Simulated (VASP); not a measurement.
# CoO (I4/mmm) in VASP: electric field gradients with LDA

Aim: the electric field gradients of CoO with LDA.

Everything below comes from runs of VASP 6.6.1. Logs are shortened: lines on timing, memory, paths and dates and some standing lists are left out, and cuts for length are marked.

## 1. The cell of the first run

The structure is tetragonal, space group I4/mmm (No. 139). The conventional cell has a = 2.975 Å, b = 2.975 Å, c = 4.158 Å, α = 90.00°, β = 90.00°, γ = 90.00°. Co (site symmetry 4/mmm) has 6 O at 2.08 to 2.10 Å within 2.8 Å. Within 2.8 Å of O (site symmetry 4/mmm) lie 6 Co at 2.08 to 2.10 Å.

## 2. Electric field gradients, LDA, collinear spin, ferromagnetic start (9.20 Å³/atom)

Input file INCAR:

```
SYSTEM = CoO
ALGO     = Normal         ! electronic algorithm
EDIFF    = 1E-8           ! SCF threshold, eV
ENCUT    = 520            ! plane-wave cutoff, eV
ISIF     = 2              ! what is computed and relaxed
ISMEAR   = -1             ! smearing method
ISPIN    = 2              ! spin polarisation
ISYM     = 0            
KPAR     = 4            
LASPH    = .True.         ! aspherical terms in the spheres
LCHARG   = .False.        ! write CHGCAR
LEFG     = .True.       
LMAXMIX  = 4              ! l up to which the mixer works
LORBIT   = 11             ! projections on sites
LREAL    = .False.        ! projectors in reciprocal space
LWAVE    = .False.        ! write WAVECAR
MAGMOM   = 2 0            ! initial moments
NBANDS   = 18             ! bands
NELM     = 150            ! most SCF steps
PREC     = Accurate       ! precision mode
SIGMA    = 0.03           ! smearing width, eV
```

Input file KPOINTS:

```
k-points
0
Gamma
  13 13 15
  0 0 0
```

Input file POSCAR:

```
CoO
1.0
   -1.4876192741      1.4876192741      2.0787701130
    1.4876192741     -1.4876192741      2.0787701130
    1.4876192741      1.4876192741     -2.0787701130
Co O
1 1
Direct
    0.0000000000      0.0000000000      0.0000000000
    0.5000000000      0.5000000000      0.0000000000
```

Potentials or basis: VASP PAW LDA potentials, release 64 (Co, O).

Command:

```sh
cat potpaw_LDA.64/Co/POTCAR potpaw_LDA.64/O/POTCAR > POTCAR
mpirun -np 4 vasp_std > vasp.out
```

OUTCAR:

```text
SYSTEM = CoO
   EDIFF = 1E-8
   ENCUT = 520
   ISIF = 2
   ISMEAR = -1
   ISPIN = 2
   ISYM = 0
   LASPH = .True.
   LORBIT = 11
   LREAL = .False.
   NELM = 150
   PREC = Accurate

 ion  position               nearest neighbor table
   1  0.000  0.000  0.000-   2 2.08   2 2.08   2 2.10   2 2.10   2 2.10   2 2.10
   2  0.500  0.500  0.000-   1 2.08   1 2.08   1 2.10   1 2.10   1 2.10   1 2.10

IMPORTANT INFORMATION: All symmetrisations will be switched off!
NOSYMM: (Re-)initialisation of all symmetry stuff for point group C_1.

----------------------------------------------------------------------------------------

                                     Primitive cell

  volume of cell :      18.4014

  direct lattice vectors                    reciprocal lattice vectors
    -1.487619274  1.487619274  2.078770113     0.000000000  0.336107503  0.240526837
     1.487619274 -1.487619274  2.078770113     0.336107503  0.000000000  0.240526837
     1.487619274  1.487619274 -2.078770113     0.336107503  0.336107503  0.000000000

  length of vectors
     2.957584723  2.957584723  2.957584723     0.413305472  0.413305472  0.475327790

  position of ions in fractional coordinates (direct lattice)
     0.000000000  0.000000000  0.000000000
     0.500000000  0.500000000  0.000000000

  ion indices of the primitive-cell ions
   primitive index   ion index
                 1           1
                 2           2

----------------------------------------------------------------------------------------

 KPOINTS: k-points

Automatic generation of k-mesh.
 Grid dimensions read from file:
 generate k-points for:   13   13   15

 Generating k-lattice:

  Cartesian coordinates                     Fractional coordinates (reciprocal lattice)
     0.000000000  0.025854423  0.018502064     0.076923077  0.000000000  0.000000000
     0.025854423  0.000000000  0.018502064     0.000000000  0.076923077  0.000000000
     0.022407167  0.022407167  0.000000000     0.000000000  0.000000000  0.066666667

  Length of vectors
     0.031792729  0.031792729  0.031688519

  Shift w.r.t. Gamma in fractional coordinates (k-lattice)
     0.000000000  0.000000000  0.000000000

 -----------------------------------------------------------------------------
|                                                                             |
|           W    W    AA    RRRRR   N    N  II  N    N   GGGG   !!!           |
|           W    W   A  A   R    R  NN   N  II  NN   N  G    G  !!!           |
|           W    W  A    A  R    R  N N  N  II  N N  N  G       !!!           |
|           W WW W  AAAAAA  RRRRR   N  N N  II  N  N N  G  GGG   !            |
|           WW  WW  A    A  R   R   N   NN  II  N   NN  G    G                |
|           W    W  A    A  R    R  N    N  II  N    N   GGGG   !!!           |
|                                                                             |
|     Your reciprocal lattice and k-lattice belong to different lattice       |
|     classes:                                                                |
|                                                                             |
|        The reciprocal lattice is body-centered tetragonal,                  |
|        whereas your k-lattice is base-centered monoclinic.                  |
|                                                                             |
|     Results are often still useful ...                                      |
|                                                                             |
 -----------------------------------------------------------------------------

 WARNING: IBZKPT: internal override: KBLOWUP is changed to .FALSE.
      ... skipping the blow-up phase ...

 Subroutine IBZKPT returns following result:
 ===========================================

 Found   1268 irreducible k-points:

 Following reciprocal coordinates:
            Coordinates               Weight
  0.000000  0.000000  0.000000      1.000000
  0.076923 -0.000000  0.000000      2.000000
  0.153846 -0.000000  0.000000      2.000000
  0.230769 -0.000000  0.000000      2.000000
  0.307692 -0.000000  0.000000      2.000000
  0.384615 -0.000000  0.000000      2.000000
[... 16 lines left out ...]
  0.153846  0.153846  0.000000      2.000000
[... 25 lines left out ...]
   NFREE  =      0    steps in history (QN), initial steepest desc. (CG)
   ISIF   =      2    stress and relaxation
   ISYM   =      0    0-nonsym 1-usesym 2-fastsym
   POTIM  = 0.5000    time-step for ionic-motion
   TEBEG  =    0.0;   TEEND  =   0.0 temperature during run
   PSTRESS=    0.0 pullay stress
   NELECT =      15.0000    total number of electrons
   NUPDOWN=      -1.0000    fix difference up-down
   EMIN   =  10.00;   EMAX   =-10.00  energy-range for DOS
   EFERMI =   0.00;   METHOD = LEGACY
   ISMEAR =    -1;   SIGMA  =   0.03  broadening in eV -4-tet -1-fermi 0-gaus
   EFERMI_NEDOS =   21; number of points for ismear=-14 and -15
   IALGO  =     38    algorithm
   IMIX   =      4    mixing-type and parameters
     AMIX     =   0.40;   BMIX     =  1.00
     AMIX_MAG =   1.60;   BMIX_MAG =  1.00
  volume/ion in A,a.u.               =       9.20        62.09
  Fermi-wavevector in a.u.,A,eV,Ry     =   1.529285  2.889931 31.820137  2.338714
  Thomas-Fermi vector in A             =   2.636927
   LORBIT       =     11    0 simple, 1 ext, 2 COOP (PROOUT), +10 PAW based schemes
   GGA     = CA    functional components
   LHFCALC =     F    Hartree Fock is set to
   AEXX    =    0.0000 exact exchange contribution
   IVDW    =     0    specifies the selected vdW correction
   LEPSILON=     F    determine dielectric tensor
   LRPA    =     F    only Hartree local field effects (RPA)
 spin polarized calculation
  energy-cutoff  :      520.00
  volume of cell :       18.40
 maximum number of plane-waves:       531
 NGX is ok and might be reduce to    24
   NGX = 11   NGY = 11   NGZ = 11

 number of electron      14.9999998 magnetization       2.4886255

 Free energy of the ion-electron system (eV)
  ---------------------------------------------------
  ext. energy  EPLUGINS =         0.00000000
  ---------------------------------------------------
  free energy    TOTEN  =       -14.75466862 eV

  energy without entropy =      -14.74307144  energy(sigma->0) =      -14.74887003

 E-fermi :   8.3536     XC(G=0): -13.1683

 val. band max:        8.3534730540   @ k =   0.3077  -0.1538   0.2000
 cond. band min:       8.3536504390   @ k =   0.3077  -0.4615   0.0667
 fundamental gap:      0.0001773849
 Fermi energy:         8.3536042846

 spin component 1

 k-point     1 :       0.0000    0.0000    0.0000
  band No.  band energies     occupation
      1     -12.2113      1.00000
      2       4.7802      1.00000
      3       4.8173      1.00000
      4       4.8174      1.00000
      5       5.4112      1.00000
      6       5.4112      1.00000
[... 493 lines left out ...]
     17      36.8570      0.00000
     18      37.9446      0.00000

 [... further k-points ...]

 spin component 2

 k-point     1 :       0.0000    0.0000    0.0000
  band No.  band energies     occupation
      1     -11.8015      1.00000
      2       5.2294      1.00000
      3       5.2802      1.00000
      4       5.2813      1.00000
      5       7.1038      1.00000
      6       7.1042      1.00000
[... 493 lines left out ...]
     17      37.3299      0.00000
     18      38.4693      0.00000

 [... further k-points ...]
[... 5 lines left out ...]
  --------------------------------------------------------------------------------------
  -------------------------------------------------------------------------------------
  Total       -1.7307241     -1.7307235     -1.7251902      0.0066325      0.0011663      0.0011664
  in kB     -150.6913676   -150.6913147   -150.2095372      0.5774841      0.1015496      0.1015558
  external PRESSURE =    -150.5307399 kB  Pullay stress =       0.0000000 kB

 VOLUME and BASIS-vectors are now :
 -----------------------------------------------------------------------------
  energy-cutoff  :      520.00
  volume of cell :       18.40
      direct lattice vectors                 reciprocal lattice vectors
    -1.487619274  1.487619274  2.078770113     0.000000000  0.336107503  0.240526837
     1.487619274 -1.487619274  2.078770113     0.336107503  0.000000000  0.240526837
     1.487619274  1.487619274 -2.078770113     0.336107503  0.336107503  0.000000000

 POSITION                                       TOTAL-FORCE (eV/Angst)
 -----------------------------------------------------------------------------------
      0.00000      0.00000      0.00000         0.000012      0.000000      0.000000
      0.00000      0.00000      2.07877        -0.000012     -0.000000     -0.000000
 -----------------------------------------------------------------------------------
    total drift:                                0.000000     -0.000000     -0.000000

  FREE ENERGIE OF THE ION-ELECTRON SYSTEM (eV)
  ---------------------------------------------------
  free  energy   TOTEN  =       -14.7546686150 eV

  energy  without entropy=      -14.7430714378  energy(sigma->0) =      -14.74887003

 Electric field gradients (V/A^2)
---------------------------------------------------------------------
 ion       V_xx      V_yy      V_zz      V_xy      V_xz      V_yz
---------------------------------------------------------------------
   1      -0.411    -0.411     0.821    -0.136    -0.008    -0.009
   2      -0.602    -0.602     1.204    -0.190     0.137     0.137
---------------------------------------------------------------------

 Electric field gradients after diagonalization (V/A^2)
 (convention: |V_zz| > |V_xx| > |V_yy|)
----------------------------------------------------------------------
 ion       V_xx      V_yy      V_zz     asymmetry (V_yy - V_xx)/ V_zz
----------------------------------------------------------------------
   1      -0.547    -0.274     0.821       0.332
   2      -0.811    -0.412     1.223       0.327
----------------------------------------------------------------------

           NMR quadrupolar parameters

 Cq : quadrupolar parameter    Cq=e*Q*V_zz/h
 eta: asymmetry parameters     (V_yy - V_xx)/ V_zz
 Q  : nuclear electric quadrupole moment in mb (millibarn)
----------------------------------------------------------------------
 ion       Cq(MHz)       eta       Q (mb)
----------------------------------------------------------------------
   1       0.002       0.332       1.000
   2       0.003       0.327       1.000
----------------------------------------------------------------------

 total charge

# of ion       s       p       d       tot
------------------------------------------
    1        0.308   0.389   7.242   7.939
    2        1.548   3.394   0.000   4.942
--------------------------------------------------
tot          1.856   3.784   7.242  12.881

 magnetization (x)

# of ion       s       p       d       tot
------------------------------------------
    1        0.019   0.018   2.162   2.199
    2        0.029   0.210   0.000   0.239
--------------------------------------------------
tot          0.048   0.228   2.162   2.438
```

It took 2.3 min on 4 MPI ranks of Intel Xeon Platinum 8375C at 2.90GHz (Ice Lake), shared host; peak memory 0.69 GiB.

What came out:

| Property | Result |
| --- | --- |
| Free energy | -14.7547 eV |
| Pressure | -15.1 GPa |
| Net moment | 2.49 μB per cell |
| Site moments | Co +2.20; O +0.24 μB |
| Largest electric field gradient by atom | Co +0.8; O +1.2 V/Å² |
| Valence electrons inside the program's atomic spheres | Co 7.94; O 4.94 |

Stress tensor (GPa, compression positive):
```
-15.07   0.06   0.01
  0.06 -15.07   0.01
  0.01   0.01 -15.02
```

Electric field gradients, principal values (V/Å²):
```tsv
atom	least	middle	greatest (by size)
1 Co	-0.274	-0.547	0.821
2 O	-0.412	-0.811	1.223
```

Caveat: the cell stands under tension; without QUAD_EFG the Cq values of the log hold for a quadrupole moment of 1 mb, not for the nuclei; a cell with one magnetic atom can't hold antiferromagnetic order, which such compounds often take; semilocal functionals often make such compounds metallic where correlation or magnetic order opens a gap, which also shifts bond lengths.
